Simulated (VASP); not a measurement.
**Zn: relaxation of cell and atoms with LDA**

Zn:

```xyz
1
Lattice="2.6042 0.0000 0.0000 -1.3021 2.2553 0.0000 0.0000 0.0000 2.4479" Properties=species:S:1:pos:R:3 pbc="T T T"
Zn    0.0000    0.0000    0.0000
```

This isn't the form of Zn at room conditions, which is hcp.

| Property | Result |
| --- | --- |
| Program | VASP 6.6.1 |
| Task | relaxation of cell and atoms |
| Functional | LDA |
| Potentials or basis | VASP PAW LDA potentials, release 64 (Zn) |
| Cutoff | 600 eV |
| k mesh | 17 × 17 × 16 |
| Occupations | fermi-dirac, width 0.1 eV |
| Spin | no spin polarisation |
| Target pressure | -1.7 GPa |
| Dipole correction | no |
| Further INCAR settings | ALGO = Normal; EDIFF = 1e-06; IBRION = 2; EDIFFG = -0.005; NSW = 60; ISIF = 3 |

```json
{"Relaxed volume": "15.93 Å³/atom", "Relaxed cell": "a = 2.510 Å, b = 2.510 Å, c = 2.919 Å, α = 90.00°, β = 90.00°, γ = 120.00°", "Space group after relaxing (to 0.1 Å)": "P6/mmm (No. 191)", "Energy change on relaxing (the run minimises the enthalpy)": "-81.9 meV/atom", "Ionic steps": "18", "Pressure after relaxing": "-1.7 GPa", "Band gap on the k mesh": "zero (bands 6 and 7 overlap by 7.39 eV)"}
```

The path:
```tsv
step	energy change (eV)	largest force (eV/Å)	pressure (GPa)	volume (Å³)
1	0.0000	0.0000	5.05	14.38
2	-0.0413	0.0000	-2.82	15.66
3	-0.0409	0.0000	-4.23	16.03
4	-0.0394	0.0000	-4.85	16.20
5	-0.0705	0.0000	-3.11	15.85
6	-0.0827	0.0000	-1.15	15.58
7	-0.0844	0.0000	0.04	15.45
8	-0.0841	0.0000	-0.41	15.50
9	-0.0832	0.0000	-1.13	15.78
10	-0.0818	0.0000	-1.53	15.93
11	-0.0820	0.0000	-1.52	15.92
12	-0.0821	0.0000	-1.51	15.91
13	-0.0817	0.0000	-1.81	15.94
14	-0.0819	0.0000	-1.66	15.93
15	-0.0819	0.0000	-1.78	15.93
16	-0.0820	0.0000	-1.67	15.92
17	-0.0819	0.0000	-1.73	15.92
18	-0.0819	0.0000	-1.72	15.93
```

Final structure:
```
Zn
1.0
     2.50997    0.00000    0.00000
    -1.25498    2.17370    0.00000
     0.00000    0.00000    2.91891
Zn
1
Direct
  0.00000 0.00000 0.00000
```

Levels at points of the mesh, in eV from the Fermi level:
```tsv
k point	band 4	band 5	band 6	band 7	band 8	band 9
(0.00, 0.00, 0.00)	-7.84	-7.12	-7.12	6.97	11.31	21.11
(0.00, 0.00, 0.50)	-7.23	-7.23	-5.15	-3.98	24.15	24.61
```

Wall time 5.2 min on 1 thread of AMD EPYC 7R13 Processor (Zen 3), on a shared host, peak memory 0.15 GiB.

Caveat: the cell is relaxed towards a set pressure, so the run minimises the enthalpy, not the energy; a cell axis changed by over 15 % at a fixed basis, so the end point is rough.
